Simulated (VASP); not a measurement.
The system is WC.

```
W C
1.0
     0.00000    2.19268    2.19268
     2.19268    0.00000    2.19268
     2.19268    2.19268    0.00000
W C
1 1
Direct
  0.00000 0.00000 0.00000
  0.50000 0.50000 0.50000
```

```yaml
Program: VASP 6.6.1
Task: relaxation of cell and atoms
Functional: PBEsol
Dispersion: D3(BJ)
Potentials_or_basis: VASP PAW PBE potentials, release 64 (W_sv, C)
Cutoff: 600 eV
k_mesh: 10 × 10 × 10
Occupations: fermi-dirac, width 0.05 eV
Spin: no spin polarisation
```

At the start: pressure -16.1 GPa; volume 10.54 Å³/atom.

Problem. How do energy, volume and symmetry change on relaxing?

Solution. Over 7 steps the energy falls by 23.4 meV/atom and the volume is 10.09 Å³/atom (-4.2 %); space group Fm-3m (No. 225, to 0.05 Å).

Step by step:
| step | energy change (eV) | largest force (eV/Å) | pressure (GPa) | volume (Å³) |
| --- | --- | --- | --- | --- |
| 1 | 0.0000 | 0.0000 | -16.10 | 21.08 |
| 2 | 0.3167 | 0.0000 | 59.22 | 18.01 |
| 3 | -0.0467 | 0.0000 | -0.72 | 20.23 |
| 4 | -0.0468 | 0.0000 | -0.16 | 20.20 |
| 5 | -0.0468 | 0.0000 | 0.20 | 20.18 |
| 6 | -0.0467 | 0.0000 | -0.40 | 20.21 |
| 7 | -0.0468 | 0.0000 | -0.01 | 20.19 |

Final structure:
```
W C
1.0
     0.00000    2.16120    2.16120
     2.16120    0.00000    2.16120
     2.16120    2.16120    0.00000
W C
1 1
Direct
  0.00000 0.00000 0.00000
  0.50000 0.50000 0.50000
```

Caveat: the PAW data sets were made with another functional, which shifts forces and pressure a little.
